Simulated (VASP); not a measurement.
# K4Sn in VASP: settings compared

K4Sn is run at these levels: PBE, PBEsol; tasks: single point, relaxation of cell and atoms.

Program: VASP 6.6.1. These are calculated values, not measurements. Logs are shortened: lines on timing, memory, paths and dates and some standing lists are left out, and cuts for length are marked.

### Step 1. The cell of the first run

It takes space group I-43m (No. 217, cubic). Conventional cell: a = 8.376 Å, b = 8.376 Å, c = 8.376 Å, α = 90.00°, β = 90.00°, γ = 90.00°. Within 4.7 Å of K (site symmetry 3m) lie 2 Sn at 3.60 to 3.65 Å and 6 K at 4.19 Å. Sn (site symmetry -43m) has 8 K at 3.60 to 3.65 Å within 4.7 Å.

### Step 2. Single point, PBE

Contents of INCAR:

```
PREC = Accurate
ENCUT = 520
EDIFF = 1E-6
ISMEAR = 0
SIGMA = 0.1
LREAL = False
LASPH = True
NELM = 80
ALGO = Fast
ISIF = 2
LWAVE = False
LCHARG = True
GGA = PE
LELF = True
LVHAR = True
NBANDS = 33
```

Contents of KPOINTS:

```
Automatic mesh
0
Gamma
  4 4 4
```

Contents of POSCAR:

```
K4Sn
1.0
   -4.1879790594      4.1879790594      4.1879790594
    4.1879790594     -4.1879790594      4.1879790594
    4.1879790594      4.1879790594     -4.1879790594
K Sn
4 1
Direct
    0.5036230620      0.5036230620      0.5036230620
    0.4963769380      0.0000000000      0.0000000000
    0.0000000000      0.0000000000      0.4963769380
    0.0000000000      0.4963769380      0.0000000000
    0.0000000000      0.0000000000      0.0000000000
```

Potentials or basis: VASP PAW PBE potentials, release 64 (K_sv, Sn_d).

Run with:

```
> cat potpaw_PBE.64/K_sv/POTCAR potpaw_PBE.64/Sn_d/POTCAR > POTCAR
> mpirun -np 1 vasp_std > vasp.out
```

OUTCAR:

```text
PREC = Accurate
   ENCUT = 520
   EDIFF = 1E-6
   ISMEAR = 0
   LREAL = False
   LASPH = True
   NELM = 80
   ISIF = 2
   GGA = PE

 ion  position               nearest neighbor table
   1  0.504  0.504  0.504-   5 3.60   5 3.65
   2  0.496  0.000  0.000-   5 3.60   5 3.65
   3  0.000  0.000  0.496-   5 3.60   5 3.65
   4  0.000  0.496  0.000-   5 3.60   5 3.65
   5  0.000  0.000  0.000-   1 3.60   2 3.60   3 3.60   4 3.60   1 3.65   3 3.65   4 3.65   2 3.65

  LATTYP: Found a body centered cubic cell.
 ALAT       =     8.3759581188

  Lattice vectors:

 A1 = (  -4.1879790594,   4.1879790594,   4.1879790594)
 A2 = (   4.1879790594,  -4.1879790594,   4.1879790594)
 A3 = (   4.1879790594,   4.1879790594,  -4.1879790594)

Analysis of symmetry for initial positions (statically):
=====================================================================
 Subroutine PRICEL returns:
 Original cell was already a primitive cell.

 Routine SETGRP: Setting up the symmetry group for a
 body centered cubic supercell.

 Subroutine GETGRP returns: Found 24 space group operations
 (whereof 24 operations were pure point group operations)
 out of a pool of 48 trial point group operations.

The static configuration has the point symmetry T_d .

Analysis of symmetry for dynamics (positions and initial velocities):
=====================================================================
 Subroutine PRICEL returns:
 Original cell was already a primitive cell.

 Routine SETGRP: Setting up the symmetry group for a
 body centered cubic supercell.

 Subroutine GETGRP returns: Found 24 space group operations
 (whereof 24 operations were pure point group operations)
 out of a pool of 48 trial point group operations.

The dynamic configuration has the point symmetry T_d .

 Subroutine INISYM returns: Found 24 space group operations
 (whereof 24 operations are pure point group operations),
 and found     1 'primitive' translations

----------------------------------------------------------------------------------------

                                     Primitive cell

  volume of cell :     293.8147

  direct lattice vectors                    reciprocal lattice vectors
[... 73 lines left out ...]
   LASPH  =      T    aspherical Exc in radial PAW
   ENCUT  =  520.0 eV  38.22 Ry    6.18 a.u.  13.49 13.49 13.49*2*pi/ulx,y,z
   NELM   =     80;   NELMIN=  2; NELMDL= -5     # of ELM steps
   EDIFF  = 0.1E-05   stopping-criterion for ELM
   LREAL  =      F    real-space projection
   EDIFFG = 0.1E-04   stopping-criterion for IOM
   NSW    =      0    number of steps for IOM
   IBRION =     -1    ionic relax: 0-MD 1-quasi-New 2-CG
   NFREE  =      0    steps in history (QN), initial steepest desc. (CG)
   ISIF   =      2    stress and relaxation
   ISYM   =      2    0-nonsym 1-usesym 2-fastsym
   POTIM  = 0.5000    time-step for ionic-motion
   TEBEG  =    0.0;   TEEND  =   0.0 temperature during run
   PSTRESS=    0.0 pullay stress
   NELECT =      50.0000    total number of electrons
   NUPDOWN=      -1.0000    fix difference up-down
   EMIN   =  10.00;   EMAX   =-10.00  energy-range for DOS
   EFERMI =   0.00;   METHOD = LEGACY
   ISMEAR =     0;   SIGMA  =   0.10  broadening in eV -4-tet -1-fermi 0-gaus
   EFERMI_NEDOS =   21; number of points for ismear=-14 and -15
   IALGO  =     68    algorithm
   IMIX   =      4    mixing-type and parameters
     AMIX     =   0.40;   BMIX     =  1.00
     AMIX_MAG =   1.60;   BMIX_MAG =  1.00
  volume/ion in A,a.u.               =      58.76       396.55
  Fermi-wavevector in a.u.,A,eV,Ry     =   0.907208  1.714375 11.197960  0.823027
  Thomas-Fermi vector in A             =   2.030988
   LORBIT       =      0    0 simple, 1 ext, 2 COOP (PROOUT), +10 PAW based schemes
   GGA     = PE    functional components
   LHFCALC =     F    Hartree Fock is set to
   AEXX    =    0.0000 exact exchange contribution
   IVDW    =     0    specifies the selected vdW correction
   LEPSILON=     F    determine dielectric tensor
   LRPA    =     F    only Hartree local field effects (RPA)
 non-spin polarized calculation
 RMM-DIIS sequential band-by-band and
 Gauss-broadening in eV      SIGMA  =   0.10
  energy-cutoff  :      520.00
  volume of cell :      293.81
 maximum number of plane-waves:      7948
 NGX is ok and might be reduce to    54
   NGX = 27   NGY = 27   NGZ = 27

 number of electron      49.9999994 magnetization

 Free energy of the ion-electron system (eV)
  ---------------------------------------------------
  ext. energy  EPLUGINS =         0.00000000
  ---------------------------------------------------
  free energy    TOTEN  =        -8.18922287 eV

  energy without entropy =       -8.17500066  energy(sigma->0) =       -8.18211176

 E-fermi :   0.5155     XC(G=0):  -6.1745

 val. band max:        0.4184199708   @ k =   0.2500   0.0000   0.0000
 cond. band min:       0.5530095143   @ k =   0.0000   0.0000   0.0000
 fundamental gap:      0.1345895434
 Fermi energy:         0.5155295739

 k-point     1 :       0.0000    0.0000    0.0000
  band No.  band energies     occupation
      1     -31.2041      2.00000
      2     -31.1918      2.00000
      3     -31.1918      2.00000
      4     -31.1918      2.00000
      5     -19.9538      2.00000
      6     -19.9538      2.00000
[... 277 lines left out ...]
     32       4.4366      0.00000
     33       4.6988      0.00000

------------------------ aborting loop because EDIFF is reached ----------------------------------------

  FORCE on cell =-STRESS in cart. coord.  units (eV):
  Direction    XX          YY          ZZ          XY          YZ          ZX
  --------------------------------------------------------------------------------------
  -------------------------------------------------------------------------------------
  Total        0.4450761      0.4450761      0.4450761      0.0000000      0.0000000      0.0000000
  in kB        2.4270087      2.4270087      2.4270087      0.0000000      0.0000000      0.0000000
  external PRESSURE =       2.4270087 kB  Pullay stress =       0.0000000 kB

 VOLUME and BASIS-vectors are now :
 -----------------------------------------------------------------------------
  energy-cutoff  :      520.00
  volume of cell :      293.81
      direct lattice vectors                 reciprocal lattice vectors
    -4.187979059  4.187979059  4.187979059     0.000000000  0.119389327  0.119389327
     4.187979059 -4.187979059  4.187979059     0.119389327  0.000000000  0.119389327
     4.187979059  4.187979059 -4.187979059     0.119389327  0.119389327  0.000000000

 POSITION                                       TOTAL-FORCE (eV/Angst)
 -----------------------------------------------------------------------------------
      2.10916      2.10916      2.10916        -0.014456     -0.014456     -0.014456
     -2.07882      2.07882      2.07882        -0.014456      0.014456      0.014456
      2.07882      2.07882     -2.07882         0.014456      0.014456     -0.014456
      2.07882     -2.07882      2.07882         0.014456     -0.014456      0.014456
      0.00000      0.00000      0.00000         0.000000     -0.000000      0.000000
 -----------------------------------------------------------------------------------
    total drift:                                0.000000      0.000000      0.000000

  FREE ENERGIE OF THE ION-ELECTRON SYSTEM (eV)
  ---------------------------------------------------
  free  energy   TOTEN  =        -8.1892228704 eV

  energy  without entropy=       -8.1750006584  energy(sigma->0) =       -8.18211176
```

stdout:

```text
POSCAR found type information on POSCAR K Sn
 POSCAR found :  2 types and       5 ions
 scaLAPACK will be used
 LDA part: xc-table for (Slater+PW92), standard interpolation
 POSCAR, INCAR and KPOINTS ok, starting setup
 FFT: planning ... GRIDC
 FFT: planning ... GRID_SOFT
 FFT: planning ... GRID
 WAVECAR not read
 entering main loop
WARNING in EDDRMM: call to ZHEGV failed, returncode =   8  4     22
```

Wall time 2.5 min (1 thread of Intel Xeon 6975P-C (Granite Rapids), shared host); peak memory 0.4 GiB.

What came out:

```
Free energy            : -8.1892 eV
Pressure               : 0.2 GPa
Largest force          : 0.025 eV/Å
Band gap on the k mesh : zero (filled and empty bands touch)
```

Forces on the atoms (eV/Å):
```
K   -0.014 -0.014 -0.014
K   -0.014  0.014  0.014
K    0.014  0.014 -0.014
K    0.014 -0.014  0.014
Sn   0.000  0.000  0.000
```

Caveat: spin-orbit coupling is left out, which moves the levels of the heavy elements.

### Step 3. Single point, PBE

This run uses another cell than the first one, of 60.78 Å³/atom.

Contents of INCAR:

```
SYSTEM = K4Sn
PREC = Accurate
ENCUT = 520
EDIFF = 1E-6
ISMEAR = 0
SIGMA = 0.1
LREAL = .FALSE.
LASPH = .TRUE.
NELM = 100
ALGO = Fast
ISIF = 2
LWAVE = .FALSE.
LCHARG = .FALSE.
GGA = PE
NBANDS = 33
```

Contents of KPOINTS:

```
Automatic mesh
0
G
  6 6 6
  0 0 0
```

Contents of POSCAR:

```
K4Sn
1.0
   -4.2353906192      4.2353906192      4.2353906192
    4.2353906192     -4.2353906192      4.2353906192
    4.2353906192      4.2353906192     -4.2353906192
K Sn
4 1
Direct
    0.5000000000      0.5000000000      0.5000000000
    0.5000000000      0.0000000000      0.0000000000
    0.0000000000      0.0000000000      0.5000000000
    0.0000000000      0.5000000000      0.0000000000
    0.0000000000      0.0000000000      0.0000000000
```

Potentials or basis: VASP PAW PBE potentials, release 64 (K_sv, Sn_d).

Run with:

```
> cat potpaw_PBE.64/K_sv/POTCAR potpaw_PBE.64/Sn_d/POTCAR > POTCAR
> mpirun -np 1 vasp_std > vasp.out
```

OUTCAR:

```text
SYSTEM = K4Sn
   PREC = Accurate
   ENCUT = 520
   EDIFF = 1E-6
   ISMEAR = 0
   LREAL = .FALSE.
   LASPH = .TRUE.
   NELM = 100
   ISIF = 2
   GGA = PE

 ion  position               nearest neighbor table
   1  0.500  0.500  0.500-   5 3.67   5 3.67
   2  0.500  0.000  0.000-   5 3.67   5 3.67
   3  0.000  0.000  0.500-   5 3.67   5 3.67
   4  0.000  0.500  0.000-   5 3.67   5 3.67
   5  0.000  0.000  0.000-   1 3.67   2 3.67   3 3.67   4 3.67   3 3.67   4 3.67   2 3.67   1 3.67

  LATTYP: Found a body centered cubic cell.
 ALAT       =     8.4707812384

  Lattice vectors:

 A1 = (  -4.2353906192,   4.2353906192,   4.2353906192)
 A2 = (   4.2353906192,  -4.2353906192,   4.2353906192)
 A3 = (   4.2353906192,   4.2353906192,  -4.2353906192)

Analysis of symmetry for initial positions (statically):
=====================================================================
 Subroutine PRICEL returns:
 Original cell was already a primitive cell.

 Routine SETGRP: Setting up the symmetry group for a
 body centered cubic supercell.
[... 165 lines left out ...]

 E-fermi :   0.4149     XC(G=0):  -6.0826

 val. band max:        0.3684208478   @ k =   0.1667   0.0000   0.0000
 cond. band min:       0.4338092478   @ k =   0.0000   0.0000   0.0000
 fundamental gap:      0.0653884000
 Fermi energy:         0.4148517826

 k-point     1 :       0.0000    0.0000    0.0000
  band No.  band energies     occupation
      1     -31.3273      2.00000
      2     -31.3167      2.00000
      3     -31.3167      2.00000
      4     -31.3167      2.00000
      5     -20.0880      2.00000
      6     -20.0880      2.00000
[... 565 lines left out ...]
     32       4.3234      0.00000
     33       4.7505      0.00000

------------------------ aborting loop because EDIFF is reached ----------------------------------------

  FORCE on cell =-STRESS in cart. coord.  units (eV):
  Direction    XX          YY          ZZ          XY          YZ          ZX
  --------------------------------------------------------------------------------------
  -------------------------------------------------------------------------------------
  Total       -0.0019218     -0.0019218     -0.0019218     -0.0000000      0.0000000     -0.0000000
  in kB       -0.0101314     -0.0101314     -0.0101314     -0.0000000      0.0000000     -0.0000000
  external PRESSURE =      -0.0101314 kB  Pullay stress =       0.0000000 kB

 VOLUME and BASIS-vectors are now :
 -----------------------------------------------------------------------------
  energy-cutoff  :      520.00
  volume of cell :      303.91
      direct lattice vectors                 reciprocal lattice vectors
    -4.235390619  4.235390619  4.235390619     0.000000000  0.118052866  0.118052866
     4.235390619 -4.235390619  4.235390619     0.118052866  0.000000000  0.118052866
     4.235390619  4.235390619 -4.235390619     0.118052866  0.118052866  0.000000000

 POSITION                                       TOTAL-FORCE (eV/Angst)
 -----------------------------------------------------------------------------------
      2.11770      2.11770      2.11770         0.000000     -0.000000     -0.000000
     -2.11770      2.11770      2.11770        -0.000000     -0.000000      0.000000
      2.11770      2.11770     -2.11770         0.000000      0.000000      0.000000
      2.11770     -2.11770      2.11770        -0.000000      0.000000     -0.000000
      0.00000      0.00000      0.00000         0.000000     -0.000000      0.000000
 -----------------------------------------------------------------------------------
    total drift:                                0.000000      0.000000     -0.000000

  FREE ENERGIE OF THE ION-ELECTRON SYSTEM (eV)
  ---------------------------------------------------
  free  energy   TOTEN  =        -8.2217145652 eV

  energy  without entropy=       -8.2126312709  energy(sigma->0) =       -8.21717292
```

Wall time 3.2 min (1 thread of Intel Xeon 6975P-C (Granite Rapids), shared host); peak memory 0.49 GiB.

Results:

```yaml
Free_energy: -8.2217 eV
Pressure: 0.0 GPa
Band_gap_on_the_k_mesh: zero (filled and empty bands touch)
```

Levels at points of the mesh, in eV from the Fermi level:
| k point | band 23 | band 24 | band 25 | band 26 | band 27 | band 28 |
| --- | --- | --- | --- | --- | --- | --- |
| (0.00, 0.00, 0.00) | -1.01 | 0.02 | 0.02 | 0.02 | 1.36 | 1.36 |
| (0.50, 0.00, 0.00) | -1.31 | -0.43 | -0.20 | 0.11 | 1.13 | 1.49 |
| (0.50, 0.50, 0.50) | -0.94 | -0.94 | -0.94 | 0.47 | 0.47 | 1.70 |

Caveat: spin-orbit coupling is left out, which moves the levels of the heavy elements.

(Part 1 of 2 ends here.)
